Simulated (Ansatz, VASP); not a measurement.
# Si2Ge: VASP beside Ansatz

```xyz
6
Lattice="3.6046 0.0000 0.0000 -1.8023 3.1217 0.0000 0.0000 0.0000 8.8295" Properties=species:S:1:pos:R:3 pbc="T T T"
Si    0.0000    2.0811    4.7826
Si    1.8023    1.0406    1.8395
Si    0.0000    2.0811    6.9900
Si    1.8023    1.0406    4.0468
Ge    0.0000    0.0000    7.7258
Ge    0.0000    0.0000    1.1037
```

Alike in both runs: task relaxation of cell and atoms; functional PBE; k mesh 6 × 6 × 2; occupations gaussian, width 0.1 eV; no spin polarisation.

|  | VASP | Ansatz |
| --- | --- | --- |
| version | VASP 6.6.1 | Ansatz 0.2.0 |
| potentials or method | VASP PAW PBE potentials, release 64 (Si, Ge_d), cutoff 600 eV | scalar-relativistic, plane waves, PAW |
| valence electrons in the cell | 44 | 44 |

|  | VASP | Ansatz | Ansatz less VASP |
| --- | --- | --- | --- |
| gap on the k mesh at the Fermi level, each at its own relaxed structure (eV) | 0.72 | 0.72 | -0.003 |
| relaxed volume (Å³/atom) | 21.44 | 21.44 | -0.003 |
| relaxed length of the cell vector where the two differ most in proportion (Å) | 9.600 | 9.599 | -0.0009 |

Noted on VASP's run: the volume moved by over 15 % at a fixed basis, so the end points are rough.
